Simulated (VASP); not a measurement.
Wanted: the native input for a VASP 6.6.1 run.

```
Task                   : single point
Functional             : PBE
Potentials or basis    : VASP PAW PBE potentials, release 64 (Zr_sv, Pb_d, O)
Cutoff                 : 520 eV
k mesh                 : 6 × 6 × 4
Occupations            : gaussian, width 0.1 eV
Spin                   : no spin polarisation
Dipole correction      : no
Further INCAR settings : ALGO = Normal; EDIFF = 1e-06; NBANDS = 38
```

The structure of ZrPb2O3 lies in POSCAR:

```
ZrPb2O3
1.0
    5.3791650200      0.0000000000      0.0000000000
   -2.6895825100      4.6584935600      0.0000000000
    0.0000000000      0.0000000000      4.5011348400
Zr Pb O
1 2 3
Direct
    0.0000000000      0.0000000000      0.0000000000
    0.6666666700      0.3333333300      0.0000000000
    0.3333333300      0.6666666700      0.0000000000
    0.5000000000      0.5000000000      0.5000000000
    0.5000000000      0.0000000000      0.5000000000
    0.0000000000      0.5000000000      0.5000000000
```

The input as run:

INCAR

```
ALGO     = Normal         # electronic algorithm
EDIFF    = 1E-6           # SCF threshold, eV
ENCUT    = 520            # plane-wave cutoff, eV
GGA      = PE             # functional
ISIF     = 2              # what is computed and relaxed
ISMEAR   = 0              # smearing method
LASPH    = True           # aspherical terms in the spheres
LCHARG   = False          # write CHGCAR
LREAL    = False          # projectors in reciprocal space
LWAVE    = False          # write WAVECAR
NBANDS   = 38             # bands
NELM     = 60             # most SCF steps
PREC     = Accurate       # precision mode
SIGMA    = 0.1            # smearing width, eV
```

KPOINTS

```
k-points
0
Gamma
  6 6 4
```

Potentials or basis: VASP PAW PBE potentials, release 64 (Zr_sv, Pb_d, O).

Command:

```bash
$ cat potpaw_PBE.64/Zr_sv/POTCAR potpaw_PBE.64/Pb_d/POTCAR potpaw_PBE.64/O/POTCAR > POTCAR
$ mpirun -np 1 vasp_std > vasp.out
```

Results of the run:

- Pressure: -4.9 GPa
- Band gap on the k mesh: zero (band 29 reaches 5.77 eV, above the bottom of band 30 at 5.56 eV)

Caveat: spin-orbit coupling is left out, which moves the levels of the heavy elements.

Run time: 2 min on 1 thread of Intel(R) Xeon(R) Platinum 8488C (Sapphire Rapids), on a shared host, peak memory 0.27 GiB.
